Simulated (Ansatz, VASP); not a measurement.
## MnSn2 in VASP and in Ansatz

INCAR

```
PREC = Accurate
ENCUT = 520
EDIFF = 1E-6
ISMEAR = 0
SIGMA = 0.1
LREAL = F
LASPH = T
NELM = 80
ALGO = Fast
ISIF = 2
LWAVE = F
LCHARG = F
GGA = PS
NBANDS = 50
```

KPOINTS

```
Automatic mesh
0
Gamma
  8 8 8
```

POSCAR

```
MnSn2
1.0
   -3.3230000000      3.3230000000      2.7125000000
    3.3230000000     -3.3230000000      2.7125000000
    3.3230000000      3.3230000000     -2.7125000000
Mn Sn
2 4
Direct
    0.7500000000      0.7500000000      0.0000000000
    0.2500000000      0.2500000000      0.0000000000
    0.1590000000      0.6590000000      0.8180000000
    0.6590000000      0.8410000000      0.5000000000
    0.8410000000      0.3410000000      0.1820000000
    0.3410000000      0.1590000000      0.5000000000
```

Input for Ansatz:

```yaml
crystal:
  lattice:
    - [-3.323, 3.323, 2.7125]
    - [3.323, -3.323, 2.7125]
    - [3.323, 3.323, -2.7125]
  atoms:
    - { symbol: Mn, position: [0.75, 0.75, 0.0] }
    - { symbol: Mn, position: [0.25, 0.25, 0.0] }
    - { symbol: Sn, position: [0.159, 0.659, 0.818] }
    - { symbol: Sn, position: [0.659, 0.841, 0.5] }
    - { symbol: Sn, position: [0.841, 0.341, 0.182] }
    - { symbol: Sn, position: [0.341, 0.159, 0.5] }
basis:
  ecutwfc: 420
kpoints:
  mp_grid: { grid: [8, 8, 8] }
hamiltonian:
  xc: pbesol
scf:
  occupations: { method: gaussian, width: 0.1 }
  lower_state_search: "off"
output:
  forces: true
  stress: true
  eigenvalues: true
```

Alike in both runs: task single point; functional PBEsol; k mesh 8 × 8 × 8; occupations gaussian, width 0.1 eV; no spin polarisation.

|  | VASP | Ansatz |
| --- | --- | --- |
| version | VASP 6.6.1 | Ansatz 0.2.0 |
| potentials or method | VASP PAW PBE potentials, release 64 (Mn_pv, Sn_d), cutoff 520 eV | scalar-relativistic, plane waves, PAW |
| valence electrons in the cell | 82 | 86 |

```csv
,VASP,Ansatz,Ansatz less VASP
gap on the k mesh at the Fermi level (eV),none,none,-
pressure (GPa),-10.0,-10.0,-0.01
"traceless stress, the component that is largest in VASP (GPa)",-2.14,-2.18,-0.044
rms of the force components (eV/Å),0.165,0.164,-0.0012
```

VASP's potentials were made for PBE, not for PBEsol. Atom by atom the forces differ by 0.001 eV/Å (rms over components). A gap of «none» marks a metal or a gap that the smearing closes. With one functional, cell and mesh, what is left measures potentials, basis and numerics. VASP's potentials hold 82 valence electrons a cell and Ansatz's 86, so a difference there can come from the potentials and not from the codes.
